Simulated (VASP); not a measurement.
Here is a VASP 6.6.1 calculation.

Contents of INCAR:

```
PREC     = Accurate       # precision mode
ENCUT    = 520            # plane-wave cutoff, eV
EDIFF    = 1E-7           # SCF threshold, eV
ISMEAR   = 0              # smearing method
SIGMA    = 0.02           # smearing width, eV
LREAL    = Auto         
LASPH    = True           # aspherical terms in the spheres
NELM     = 60             # most SCF steps
ALGO     = Normal         # electronic algorithm
ISIF     = 2              # what is computed and relaxed
LWAVE    = False          # write WAVECAR
LCHARG   = False          # write CHGCAR
GGA      = PE             # functional
NBANDS   = 79             # bands
```

The input KPOINTS:

```
Automatic mesh
0
Gamma
  2 2 2
```

POSCAR

```
Zn7O8
1.0
   -3.2494000000     -5.6281260000      0.0000000000
    4.8741000000     -2.8140630000      0.0000000000
    0.0000000000      0.0000000000      5.2038000000
Zn O
7 8
Direct
    0.4987683208      0.3354477302     -0.0060574964
    0.2892988745      0.8075307776      0.0540282102
    0.2521061465      0.1756477529      0.5071413198
    0.0010747252      0.3305978975     -0.0025654330
   -0.0113533272      0.6681698157      0.5124735770
    0.7538558704      0.8308322080      0.0003691533
    0.7424171657      0.1670313162      0.4936117837
    0.4975177831      0.3109590046      0.3654148891
    0.5120728190      0.6618404255      0.8850862831
    0.2258641080      0.8478034576      0.4038112533
    0.2506331060      0.1616713270      0.8872867904
   -0.0030882731      0.3387355543      0.3819616434
    0.0058859347      0.6653426799      0.8904690803
    0.7652866838      0.8467767486      0.3702724932
    0.7503780855      0.1652630334      0.8747980322
```

Potentials or basis: VASP PAW PBE potentials, release 64 (Zn, O).

Launch:

```sh
$ cat potpaw_PBE.64/Zn/POTCAR potpaw_PBE.64/O/POTCAR > POTCAR
$ mpirun -np 1 vasp_std > vasp.out
```

(1) Estimate the band gap on the k mesh.

(2) Predict the pressure.

(3) What does it give for the largest force?

Answers

(1) zero (band 66 reaches 0.40 eV, above the bottom of band 67 at -0.04 eV).

(2) 2.8 GPa.

(3) 1.243 eV/Å.

Caveat: the k points lie up to 0.60 Å⁻¹ apart.
